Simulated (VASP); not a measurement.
The system is CdS.

```xyz
4
Lattice="4.1688 0.0000 0.0000 -2.0844 3.6103 0.0000 0.0000 0.0000 6.7796" Properties=species:S:1:pos:R:3 pbc="T T T"
Cd    2.0844    1.2034    3.3913
Cd    0.0000    2.4069    0.0015
S     2.0844    1.2034    5.9442
S     0.0000    2.4069    2.5544
```

* Program: VASP 6.6.1
* Task: relaxation of cell and atoms
* Functional: LDA
* Potentials or basis: VASP PAW LDA potentials, release 64 (Cd_sv_GW, S)
* Cutoff: 630 eV
* k mesh: 6 × 6 × 4
* Occupations: gaussian, width 0.02 eV
* Spin: no spin polarisation

At the start: pressure -3.9 GPa; volume 25.51 Å³/atom.

**Question.** Where does the relaxation end?

**Answer.** Over 12 steps the energy falls by 21.1 meV/atom and the volume is 23.89 Å³/atom (-6.4 %); space group P6_3mc (No. 186, to 0.1 Å) before and after.

The path:
```csv
step,energy change (eV),largest force (eV/Å),pressure (GPa),volume (Å³)
1,0.0000,0.0034,-3.93,102.04
2,-0.0698,0.0095,1.91,93.07
3,-0.0842,0.0052,0.00,95.55
4,-0.0842,0.0052,0.09,95.42
5,-0.0842,0.0036,-0.03,95.59
6,-0.0842,0.0036,-0.02,95.56
7,-0.0842,0.0036,0.00,95.54
8,-0.0842,0.0038,0.00,95.54
9,-0.0842,0.0044,0.00,95.55
10,-0.0842,0.0036,-0.01,95.55
11,-0.0842,0.0022,-0.01,95.55
12,-0.0842,0.0008,-0.01,95.55
```

Final structure:
```cif
data_structure
_symmetry_space_group_name_H-M 'P 1'
_symmetry_Int_Tables_number 1
_cell_length_a 4.0772
_cell_length_b 4.0772
_cell_length_c 6.6372
_cell_angle_alpha 90.000
_cell_angle_beta 90.000
_cell_angle_gamma 120.000
_cell_volume 95.55
loop_
_atom_site_label
_atom_site_type_symbol
_atom_site_fract_x
_atom_site_fract_y
_atom_site_fract_z
_atom_site_occupancy
Cd1 Cd 0.66667 0.33333 0.50032 1
Cd2 Cd 0.33333 0.66667 0.00032 1
S1 S 0.66667 0.33333 0.87668 1
S2 S 0.33333 0.66667 0.37668 1
```
